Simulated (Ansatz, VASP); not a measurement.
Two plane-wave programs on CdS

INCAR

```
SYSTEM = CdS
ALGO = Normal
EDIFF = 1E-6
ENCUT = 520
GGA = PE
ISIF = 2
ISMEAR = 0
LASPH = .True.
LCHARG = .False.
LREAL = .False.
LWAVE = .False.
NBANDS = 26
NELM = 80
PREC = Accurate
SIGMA = 0.01
```

KPOINTS

```
k-points
0
Gamma
  6 6 4
  0 0 0
```

File POSCAR:

```
CdS
1.0
    3.9154177460      0.0000000000      0.0000000000
   -1.9577088730      3.3908512344      0.0000000000
    0.0000000000      0.0000000000      6.5418205716
Cd S
2 2
Direct
    0.0000000000      0.0000000000      0.0000000000
    0.0000000000      0.0000000000      0.5000000000
    0.3333333333      0.6666666667      0.2500000000
    0.6666666667      0.3333333333      0.7500000000
```

Input for Ansatz:

```yaml
crystal:
  lattice:
    - [3.915417746, 0.0, 0.0]
    - [-1.957708873, 3.3908512344, 0.0]
    - [0.0, 0.0, 6.5418205716]
  atoms:
    - { symbol: Cd, position: [0.0, 0.0, 0.0] }
    - { symbol: Cd, position: [0.0, 0.0, 0.5] }
    - { symbol: S, position: [0.3333333333, 0.6666666667, 0.25] }
    - { symbol: S, position: [0.6666666667, 0.3333333333, 0.75] }
kpoints:
  mp_grid: { grid: [6, 6, 4] }
hamiltonian:
  xc: pbe
scf:
  occupations: { method: fixed }
  n_extra_bands: 5
output:
  forces: true
  stress: true
  eigenvalues: true
```

Alike in both runs: task single point; functional PBE; k mesh 6 × 6 × 4; no spin polarisation.

|  | VASP | Ansatz |
| --- | --- | --- |
| version | VASP 6.6.1 | Ansatz 0.2.0 |
| potentials or method | VASP PAW PBE potentials, release 64 (Cd, S) | plane waves, PAW |
| plane-wave cutoff (eV) | 520 | 420 |
| occupations | gaussian, width 0.01 eV | fixed |
| valence electrons in the cell | 36 | 52 |

```csv
,VASP,Ansatz,Ansatz less VASP
gap on the k mesh at the Fermi level (eV),0.41,0.42,+0.005
pressure (GPa),-1.6,-2.0,-0.32
"traceless stress, the component that is largest in VASP (GPa)",-0.16,-0.17,-0.013
```

VASP's potentials hold 36 valence electrons a cell and Ansatz's 52, so a difference there can come from the potentials and not from the codes.
